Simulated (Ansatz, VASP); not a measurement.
## One calculation of Ga, two programs

```
Ga
1.0
     2.20931   -3.74437    0.00000
     2.20931    3.74437    0.00000
     0.00000    0.00000    4.42450
Ga
4
Direct
  0.15250 0.84750 0.07850
  0.65250 0.34750 0.42150
  0.84750 0.15250 0.92150
  0.34750 0.65250 0.57850
```

Change from the starting cell: volume scaled by 0.94, crystal datasets.

Alike in both runs: task electric field gradients; functional PBEsol; k mesh 9 × 9 × 8; occupations fermi-dirac, width 0.05 eV; no spin polarisation.

```csv
,VASP,Ansatz
version,VASP 6.6.1,Ansatz 0.2.0
potentials or method,"VASP PAW PBE potentials, release 64 (Ga_d), cutoff 520 eV","all-electron PAW with datasets made for the crystal, scalar-relativistic"
```

|  | VASP | Ansatz | Ansatz less VASP |
| --- | --- | --- | --- |
| pressure (GPa) | 2.8 | 2.8 | -0.04 |
| traceless stress, the component that is largest in VASP (GPa) | 2.20 | 2.20 | +0.009 |
| rms of the force components (eV/Å) | 0.277 | 0.280 | +0.0034 |
| size of Vzz on the site where it differs most (V/Å²) | 55.6 | 57.5 | +1.95 |

VASP's potentials were made for PBE, not for PBEsol. Atom by atom the forces differ by 0.003 eV/Å (rms over components). Ansatz ran all-electron here, and VASP with PAW potentials.
